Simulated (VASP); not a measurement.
# C14N (a cell with a defect) in VASP: notebook

C14N (a cell with a defect) is run at these levels: PBEsol, revPBE; tasks: single point.

Everything below comes from runs of VASP 6.6.1. Logs are shortened: lines on timing, memory, paths and dates and some standing lists are left out, and cuts for length are marked.

**1. The cell of the first run**

The cell holds a defect, 15 atoms: a = 7.108 Å, b = 3.554 Å, c = 3.554 Å, α = 90.00°, β = 90.00°, γ = 90.00°.

**2. Single point, PBEsol**

INCAR

```
ALGO = Normal ; EDIFF = 1E-6
ENCUT = 520 ; GGA = PS
ISIF = 2 ; ISMEAR = -1
LASPH = True ; LCHARG = True
LELF = True ; LREAL = Auto
LVHAR = True ; LWAVE = False
NBANDS = 44 ; NELECT = 60.0
NELM = 60 ; PREC = Accurate
SIGMA = 0.05
```

KPOINTS

```
Automatic mesh
0
Gamma
  2 2 2
  0.5 0.5 0.5
```

POSCAR

```
C14N
1.0
    7.1076060000      0.0000000000      0.0000000000
    0.0000000000      3.5538030000      0.0000000000
    0.0000000000      0.0000000000      3.5538030000
C N
14 1
Direct
    0.9927090000      0.0056900000      0.9837810000
    0.4859580000      0.9195790000      0.0431080000
    0.1192900000      0.2454100000      0.2383310000
    0.2490360000      0.4726160000      0.0222390000
    0.7598450000      0.4465650000      0.9825930000
    0.3662340000      0.7755140000      0.2964560000
    0.9042340000      0.7501240000      0.2258190000
    0.2559320000      0.0097290000      0.5028060000
    0.7569620000      0.9595020000      0.5027640000
    0.3670210000      0.2220970000      0.7673550000
    0.8677580000      0.2175250000      0.7188000000
    0.0126460000      0.5348000000      0.5051850000
    0.1292450000      0.6915760000      0.7645310000
    0.6138400000      0.7748390000      0.7849690000
    0.4940780000      0.4742010000      0.4977380000
```

Potentials or basis: VASP PAW PBE potentials, release 64 (C, N).

Run with:

```bash
$ cat potpaw_PBE.64/C/POTCAR potpaw_PBE.64/N/POTCAR > POTCAR
$ mpirun -np 1 vasp_std > vasp.out
```

OUTCAR:

```text
EDIFF = 1E-6
   ENCUT = 520
   GGA = PS
   ISIF = 2
   ISMEAR = -1
   LASPH = True
   LREAL = Auto
   NELECT = 60.0
   NELM = 60
   PREC = Accurate

 ion  position               nearest neighbor table
   1  0.993  0.006  0.984-   7 1.40  11 1.50   3 1.53  13 1.67
   2  0.486  0.920  0.043-   6 1.34  14 1.39  10 1.68
   3  0.119  0.245  0.238-   4 1.45   1 1.53   8 1.59  12 1.59
   4  0.249  0.473  0.022-   3 1.45  13 1.47  10 1.52   6 1.67
   5  0.760  0.447  0.983-  11 1.46  14 1.71   7 1.72
   6  0.366  0.776  0.296-   2 1.34   8 1.36  15 1.58   4 1.67
   7  0.904  0.750  0.226-   1 1.40  12 1.47   9 1.62   5 1.72
   8  0.256  0.010  0.503-   6 1.36  10 1.44   3 1.59  13 1.72
   9  0.757  0.960  0.503-  11 1.43  14 1.57   7 1.62
  10  0.367  0.222  0.767-   8 1.44   4 1.52  15 1.59   2 1.68
  11  0.868  0.218  0.719-   9 1.43   5 1.46   1 1.50  12 1.71
  12  0.013  0.535  0.505-  13 1.36   7 1.47   3 1.59  11 1.71
  13  0.129  0.692  0.765-  12 1.36   4 1.47   1 1.67   8 1.72
  14  0.614  0.775  0.785-   2 1.39   9 1.57  15 1.71   5 1.71
  15  0.494  0.474  0.498-   6 1.58  10 1.59  14 1.71

  LATTYP: Found a simple tetragonal cell.
 ALAT       =     3.5538030000
 C/A-ratio  =     2.0000000000

  Lattice vectors:

 A1 = (   0.0000000000,   3.5538030000,   0.0000000000)
 A2 = (   0.0000000000,   0.0000000000,   3.5538030000)
 A3 = (   7.1076060000,   0.0000000000,   0.0000000000)

Analysis of symmetry for initial positions (statically):
=====================================================================
 Subroutine PRICEL returns:
 Original cell was already a primitive cell.

 Routine SETGRP: Setting up the symmetry group for a
 simple tetragonal supercell.

 Subroutine GETGRP returns: Found  1 space group operations
 (whereof  1 operations were pure point group operations)
 out of a pool of 16 trial point group operations.

The static configuration has the point symmetry C_1 .

Analysis of symmetry for dynamics (positions and initial velocities):
=====================================================================
 Subroutine PRICEL returns:
 Original cell was already a primitive cell.

 Routine SETGRP: Setting up the symmetry group for a
 simple tetragonal supercell.

 Subroutine GETGRP returns: Found  1 space group operations
 (whereof  1 operations were pure point group operations)
[... 121 lines left out ...]
   EFERMI =   0.00;   METHOD = LEGACY
   ISMEAR =    -1;   SIGMA  =   0.05  broadening in eV -4-tet -1-fermi 0-gaus
   EFERMI_NEDOS =   21; number of points for ismear=-14 and -15
   IALGO  =     38    algorithm
   IMIX   =      4    mixing-type and parameters
     AMIX     =   0.40;   BMIX     =  1.00
     AMIX_MAG =   1.60;   BMIX_MAG =  1.00
  volume/ion in A,a.u.               =       5.98        40.38
  Fermi-wavevector in a.u.,A,eV,Ry     =   1.431381  2.704918 27.876316  2.048851
  Thomas-Fermi vector in A             =   2.551124
   LORBIT       =      0    0 simple, 1 ext, 2 COOP (PROOUT), +10 PAW based schemes
   GGA     = PS    functional components
   LHFCALC =     F    Hartree Fock is set to
   AEXX    =    0.0000 exact exchange contribution
   IVDW    =     0    specifies the selected vdW correction
   LEPSILON=     F    determine dielectric tensor
   LRPA    =     F    only Hartree local field effects (RPA)
 non-spin polarized calculation
  energy-cutoff  :      520.00
  volume of cell :       89.77
 maximum number of plane-waves:      2420
 NGX is ok and might be reduce to    54
   NGX = 27   NGY = 13   NGZ = 13

 number of electron      60.0000002 magnetization

 Free energy of the ion-electron system (eV)
  ---------------------------------------------------
  ext. energy  EPLUGINS =         0.00000000
  ---------------------------------------------------
  free energy    TOTEN  =      -139.90026453 eV

  energy without entropy =     -139.88999854  energy(sigma->0) =     -139.89513154

 E-fermi :   9.1249     XC(G=0): -13.0808

 val. band max:        8.9656673050   @ k =   0.2500   0.2500  -0.2500
 cond. band min:       9.3446373620   @ k =   0.2500  -0.2500  -0.2500
 fundamental gap:      0.3789700571
 Fermi energy:         9.1248881525

 k-point     1 :       0.2500    0.2500    0.2500
  band No.  band energies     occupation
      1     -11.8451      2.00000
      2     -10.4380      2.00000
      3      -8.2253      2.00000
      4      -7.6559      2.00000
      5      -7.1663      2.00000
      6      -6.5826      2.00000
[... 169 lines left out ...]
     41      16.7723      0.00000
     42      17.4547      0.00000
 [bands above 42 left out]

------------------------ aborting loop because EDIFF is reached ----------------------------------------

  FORCE on cell =-STRESS in cart. coord.  units (eV):
  Direction    XX          YY          ZZ          XY          YZ          ZX
  --------------------------------------------------------------------------------------
  -------------------------------------------------------------------------------------
  Total       -5.3223070     -8.3858809     -7.2241385     -2.1759748      5.3338479     -5.6645569
  in kB      -94.9949363   -149.6749863   -128.9396840    -38.8377800     95.2009248   -101.1035680
  external PRESSURE =    -124.5365355 kB  Pullay stress =       0.0000000 kB

 VOLUME and BASIS-vectors are now :
 -----------------------------------------------------------------------------
  energy-cutoff  :      520.00
  volume of cell :       89.77
      direct lattice vectors                 reciprocal lattice vectors
     7.107606000  0.000000000  0.000000000     0.140694349  0.000000000  0.000000000
     0.000000000  3.553803000  0.000000000     0.000000000  0.281388698  0.000000000
     0.000000000  0.000000000  3.553803000     0.000000000  0.000000000  0.281388698

 POSITION                                       TOTAL-FORCE (eV/Angst)
 -----------------------------------------------------------------------------------
      7.05578      0.02022      3.49616         4.123795     -1.316306     -0.388534
      3.45400      3.26800      0.15320         1.508517      6.625783     -6.763380
      0.84787      0.87214      0.84698         0.919002     -0.373409      2.863932
      1.77005      1.67958      0.07903        -0.202845      1.370031     -1.627144
      5.40068      1.58700      3.49194         0.747188      4.269905      0.606288
      2.60305      2.75602      1.05355         2.476950     -8.889728     -1.142824
      6.42694      2.66579      0.80252        -8.272818     -3.187645      3.251108
      1.81906      0.03457      1.78687        -5.832951     -0.888680      2.629584
      5.38019      3.40988      1.78672         0.195033      0.183669     -1.402994
      2.60864      0.78929      2.72703         3.444122      2.784077      1.711612
      6.16768      0.77304      2.55447         0.206063      2.916506      1.120265
      0.08988      1.90057      1.79533        -2.806104     -6.814428     -3.514107
      0.91862      2.45772      2.71699         1.647707      8.178451      0.864765
      4.36293      2.75363      2.78963         3.503556     -7.076643     -2.397892
      3.51171      1.68522      1.76886        -1.657216      2.218418      4.189321
 -----------------------------------------------------------------------------------
    total drift:                               -0.007358     -0.010231     -0.024321

  FREE ENERGIE OF THE ION-ELECTRON SYSTEM (eV)
  ---------------------------------------------------
  free  energy   TOTEN  =      -139.9002645343 eV

  energy  without entropy=     -139.8899985378  energy(sigma->0) =     -139.89513154
```

stdout:

```text
POSCAR found type information on POSCAR C N
 POSCAR found :  2 types and      15 ions
 scaLAPACK will be used
 -----------------------------------------------------------------------------
|                                                                             |
|                                                                             |
|     You enforced a specific xc type in the INCAR file but a different       |
|     I HOPE YOU KNOW WHAT YOU ARE DOING!                                     |
|                                                                             |
 -----------------------------------------------------------------------------

 LDA part: xc-table for (Slater+PW92), standard interpolation
 POSCAR, INCAR and KPOINTS ok, starting setup
 FFT: planning ... GRIDC
 FFT: planning ... GRID_SOFT
 FFT: planning ... GRID
 WAVECAR not read
 entering main loop
 the old and the new charge density differ
 old charge density:    61.00000 new   60.00000
    0.159E+01
```

Run time: 29 s. Hardware: 1 thread of Intel Xeon Platinum 8259CL at 2.50GHz (Skylake/Cascade Lake), shared host; peak memory 0.19 GiB.

Results:

```yaml
Free_energy: -139.9003 eV
Largest_force: 9.587 eV/Å
```

Forces on the atoms (eV/Å):
```
C    4.124 -1.316 -0.389
C    1.509  6.626 -6.763
C    0.919 -0.373  2.864
C   -0.203  1.370 -1.627
C    0.747  4.270  0.606
C    2.477 -8.890 -1.143
C   -8.273 -3.188  3.251
C   -5.833 -0.889  2.630
C    0.195  0.184 -1.403
C    3.444  2.784  1.712
C    0.206  2.917  1.120
C   -2.806 -6.814 -3.514
C    1.648  8.178  0.865
C    3.504 -7.077 -2.398
N   -1.657  2.218  4.189
```

Levels at points of the mesh, in eV from the Fermi level:
```tsv
k point	band 26	band 27	band 28	band 29	band 30	band 31	band 32	band 33	band 34	band 35
(0.25, 0.25, 0.25)	-3.65	-3.31	-2.77	-1.75	-1.16	0.24	2.07	3.79	4.52	4.88
```

Caveat: the k points lie up to 0.88 Å⁻¹ apart; the cell carries a net charge on a neutralising background, which shifts energy and pressure; the cell is charged against a uniform background, so pressure and absolute levels hang on convention; the PAW data sets were made with another functional, which shifts forces and pressure a little.

**3. Single point, PBEsol, collinear spin**

INCAR

```
SYSTEM = C14N
  ALGO = Normal
  EDIFF = 1E-7
  ENCUT = 520
  GGA = PS
  ISIF = 2
  ISMEAR = -1
  ISPIN = 2
  LASPH = .TRUE.
  LCHARG = .TRUE.
  LELF = .TRUE.
  LORBIT = 11
  LREAL = Auto
  LVHAR = .TRUE.
  LWAVE = .FALSE.
  MAGMOM = 0 0.429 0 0 0.429 0.429 0 0 0.429 0.429 0 0 0 0.429 0.429
  NBANDS = 48
  NELM = 150
  PREC = Accurate
  SIGMA = 0.05
```

KPOINTS is that of step 2.

POSCAR is that of step 2.

Potentials or basis: VASP PAW PBE potentials, release 64 (C, N).

Run with:

```bash
$ cat potpaw_PBE.64/C/POTCAR potpaw_PBE.64/N/POTCAR > POTCAR
$ mpirun -np 1 vasp_std > vasp.out
```

Wall time 67 s (1 thread of Intel Xeon Platinum 8259CL at 2.50GHz (Skylake/Cascade Lake), shared host); peak memory 0.23 GiB.

Results (log left out):

- Free energy: -130.5794 eV
- Pressure: 12.6 GPa
- Largest force: 9.619 eV/Å
- Band gap on the k mesh: 0.47 eV
- Net moment: 1.00 μB per cell
- Site moments: C +0.02, +0.12, +0.03, +0.26, -0.00, +0.01, +0.10, +0.00, -0.01 (each value once); N +0.05 μB
- Valence electrons inside the program's atomic spheres: C 2.62, 2.59, 2.35, 2.70, 2.58, 2.67, 2.44, 2.50, 2.64, 2.63, 2.43 (each value once); N 3.65

Forces in eV/Å, atoms in the order of the input:
```
C    4.080 -1.195 -0.048
C    1.915  7.005 -6.307
C    1.135 -0.201  2.797
C   -0.231  1.248 -1.353
C    0.343  4.581  0.865
C    2.216 -9.123 -1.523
C   -8.307 -3.051  3.312
C   -5.512 -0.847  2.572
C   -0.446  0.136 -1.159
C    3.305  2.679  1.727
C    0.740  3.098  1.104
C   -2.607 -7.618 -3.972
C    1.557  8.182  0.816
C    3.574 -6.778 -2.230
N   -1.763  1.884  3.400
```

Stress tensor (GPa, compression positive):
```
20.85 -1.73 -9.20
-1.73  9.32  8.96
-9.20  8.96  7.53
```

Levels at points of the mesh, in eV from the valence-band top:
Spin up:
```tsv
k point	band 27	band 28	band 29	band 30	band 31	band 32	band 33	band 34	band 35	band 36
(0.25, 0.25, 0.25)	-3.63	-3.06	-2.12	-1.45	-0.06	1.81	3.44	4.15	4.47	5.03
```
Spin down:
```
           k point  band 28  band 29  band 30  band 31  band 32  band 33
(0.25, 0.25, 0.25)    -2.85    -2.01    -1.12     0.47     2.40     3.52
```

Caveat: the k points lie up to 0.88 Å⁻¹ apart; the PAW data sets were made with another functional, which shifts forces and pressure a little.

**4. Single point, revPBE, collinear spin**

INCAR

```
ALGO     = Normal         # electronic algorithm
EDIFF    = 1E-6           # SCF threshold, eV
ENCUT    = 520            # plane-wave cutoff, eV
GGA      = RE             # functional
ISIF     = 2              # what is computed and relaxed
ISMEAR   = -1             # smearing method
ISPIN    = 2              # spin polarisation
LASPH    = T              # aspherical terms in the spheres
LCHARG   = F              # write CHGCAR
LORBIT   = 11             # projections on sites
LREAL    = Auto         
LWAVE    = F              # write WAVECAR
MAGMOM   = 0 0.429 0 0 0.429 0.429 0 0 0.429 0.429 0 0 0 0.429 0.429 # initial moments
NBANDS   = 48             # bands
NELM     = 150            # most SCF steps
PREC     = Accurate       # precision mode
SIGMA    = 0.05           # smearing width, eV
```

KPOINTS is that of step 3.

POSCAR is that of step 3.

Run with:

```bash
$ cat potpaw_PBE.64/C/POTCAR potpaw_PBE.64/N/POTCAR > POTCAR
$ mpirun -np 1 vasp_std > vasp.out
```

Wall time 64 s (1 thread of Intel Xeon Platinum 8259CL at 2.50GHz (Skylake/Cascade Lake), shared host); peak memory 0.23 GiB.

The run converged. Its results:

* Free energy: -116.6738 eV
* Pressure: 23.1 GPa
* Largest force: 9.695 eV/Å
* Band gap on the k mesh: 0.51 eV
* Net moment: 1.00 μB per cell
* Site moments: C +0.02, +0.13, +0.03, +0.28, -0.00, +0.01, +0.09, +0.00, -0.02 (each value once); N +0.05 μB
* Valence electrons inside the program's atomic spheres: C 2.64, 2.60, 2.63, 2.37, 2.71, 2.69, 2.46, 2.52, 2.65, 2.45 (each value once); N 3.67

Forces on the atoms (eV/Å):
```
C    4.119 -1.232 -0.036
C    1.998  7.081 -6.313
C    1.154 -0.196  2.837
C   -0.224  1.258 -1.372
C    0.282  4.659  0.901
C    2.204 -9.152 -1.588
C   -8.398 -3.071  3.361
C   -5.542 -0.887  2.589
C   -0.549  0.152 -1.211
C    3.306  2.668  1.794
C    0.727  3.121  1.107
C   -2.632 -7.712 -4.010
C    1.557  8.274  0.803
C    3.627 -6.823 -2.210
N   -1.630  1.860  3.350
```

Stress tensor (GPa, compression positive):
```
31.40 -1.85 -9.26
-1.85 20.16  8.95
-9.26  8.95 17.85
```

Levels at points of the mesh, in eV from the valence-band top:
Spin up:
```tsv
k point	band 29	band 30	band 31	band 32	band 33	band 34
(0.25, 0.25, 0.25)	-2.14	-1.50	-0.11	1.78	3.50	4.21
```
Spin down:
```tsv
k point	band 28	band 29	band 30	band 31	band 32	band 33
(0.25, 0.25, 0.25)	-2.84	-2.03	-1.12	0.51	2.43	3.58
```

Caveat: the k points lie up to 0.88 Å⁻¹ apart; the PAW data sets were made with another functional, which shifts forces and pressure a little.

**5. Single point, PBEsol, collinear spin**

INCAR

```
SYSTEM = C14N
PREC     = Accurate       ! precision mode
ENCUT    = 520            ! plane-wave cutoff, eV
EDIFF    = 1E-6           ! SCF threshold, eV
ISMEAR   = 1              ! smearing method
SIGMA    = 0.05           ! smearing width, eV
LREAL    = Auto         
LASPH    = .TRUE.         ! aspherical terms in the spheres
NELM     = 150            ! most SCF steps
ALGO     = Normal         ! electronic algorithm
ISIF     = 2              ! what is computed and relaxed
LWAVE    = .FALSE.        ! write WAVECAR
LCHARG   = .FALSE.        ! write CHGCAR
ISPIN    = 2              ! spin polarisation
MAGMOM   = 0 0.429 0 0 0.429 0.429 0 0 0.429 0.429 0 0 0 0.429 0.429 ! initial moments
LORBIT   = 11             ! projections on sites
GGA      = PS             ! functional
NBANDS   = 48             ! bands
```

KPOINTS is that of step 4.

POSCAR is that of step 4.

Run with:

```bash
$ cat potpaw_PBE.64/C/POTCAR potpaw_PBE.64/N/POTCAR > POTCAR
$ mpirun -np 1 vasp_std > vasp.out
```

Wall time 60 s (1 thread of Intel Xeon Platinum 8259CL at 2.50GHz (Skylake/Cascade Lake), shared host); peak memory 0.22 GiB.

Results (log left out):

```
Free energy                                           : -130.5785 eV
Pressure                                              : 12.6 GPa
Largest force                                         : 9.618 eV/Å
Band gap on the k mesh                                : 0.47 eV
Net moment                                            : 1.01 μB per cell
Site moments                                          : C +0.02, +0.12, +0.03, +0.26, -0.00, +0.01, +0.10, +0.00, -0.01 (each value once); N +0.05 μB
Valence electrons inside the program's atomic spheres : C 2.62, 2.59, 2.35, 2.70, 2.58, 2.67, 2.44, 2.50, 2.64, 2.63, 2.43 (each value once); N 3.65
```

Forces in eV/Å, atoms in the order of the input:
```
C    4.080 -1.195 -0.049
C    1.916  7.006 -6.306
C    1.137 -0.200  2.798
C   -0.229  1.248 -1.355
C    0.334  4.589  0.858
C    2.217 -9.124 -1.525
C   -8.308 -3.050  3.312
C   -5.512 -0.847  2.571
C   -0.454  0.127 -1.148
C    3.305  2.678  1.726
C    0.743  3.099  1.103
C   -2.605 -7.623 -3.974
C    1.557  8.183  0.817
C    3.579 -6.778 -2.234
N   -1.759  1.887  3.403
```

Stress tensor (GPa, compression positive):
```
20.84 -1.74 -9.21
-1.74  9.33  8.94
-9.21  8.94  7.55
```

Levels at points of the mesh, in eV from the valence-band top:
Spin up:
```
           k point  band 28  band 29  band 30  band 31  band 32  band 33  band 34  band 35
(0.25, 0.25, 0.25)    -3.07    -2.12    -1.46    -0.07     1.80     3.44     4.15     4.46
```
Spin down:
```
           k point  band 27  band 28  band 29  band 30  band 31  band 32  band 33  band 34
(0.25, 0.25, 0.25)    -3.51    -2.85    -2.01    -1.12     0.47     2.40     3.52     4.24
```

Caveat: the k points lie up to 0.88 Å⁻¹ apart; the PAW data sets were made with another functional, which shifts forces and pressure a little.

[end of part 1 of 2]
